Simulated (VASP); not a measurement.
A run of VASP 6.6.1 is set up as follows.

Contents of POSCAR:

```
GaBAs2
1.0
    3.6615741049      0.0000000000      0.0000000000
    0.0000000000      3.6615741049      0.0000000000
    0.0000000000      0.0000000000      5.3547502669
B As Ga
1 2 1
Direct
    0.0000000000      0.0000000000      0.0000000000
    0.0000000000      0.5000000000      0.2139711065
    0.5000000000      0.0000000000      0.7860288935
    0.5000000000      0.5000000000      0.5000000000
```

The input INCAR.step1:

```
SYSTEM = GaBAs2
ALGO = Normal ; EDIFF = 1E-5
ENCUT = 520 ; GGA = PE
ISIF = 2 ; ISMEAR = 0
LASPH = .TRUE. ; LCHARG = .FALSE.
LREAL = .FALSE. ; LWAVE = .TRUE.
NBANDS = 21 ; NELM = 60
PREC = Accurate ; SIGMA = 0.01
```

Contents of INCAR.step2:

```
SYSTEM = GaBAs2
ALGO = Normal ; EDIFF = 1E-7
ENCUT = 520 ; GGA = PE
HFSCREEN = 0.2079 ; ISIF = 2
ISMEAR = 0 ; ISTART = 1
LASPH = .TRUE. ; LCHARG = .FALSE.
LHFCALC = .TRUE. ; LREAL = .FALSE.
LWAVE = .FALSE. ; NBANDS = 21
NELM = 60 ; PREC = Accurate
PRECFOCK = Normal ; SIGMA = 0.01
```

KPOINTS

```
k-points
0
G
  4 4 2
  0 0 0
```

Potentials or basis: VASP PAW PBE potentials, release 64 (B, As, Ga_d).

Launch:

```console
$ cat potpaw_PBE.64/B/POTCAR potpaw_PBE.64/As/POTCAR potpaw_PBE.64/Ga_d/POTCAR > POTCAR
$ cp INCAR.step1 INCAR
$ mpirun -np 1 vasp_std > vasp.out
$ cp INCAR.step2 INCAR
$ mpirun -np 1 vasp_std > vasp.out
```

(1) What does it give for the band gap on the k mesh?

(2) Estimate the pressure.

## Answers

(1) 1.21 eV (least direct gap 1.39 eV).

(2) -0.1 GPa.

Caveat: the k points lie up to 0.59 Å⁻¹ apart; the PAW data sets were made with another functional, which shifts forces and pressure a little.
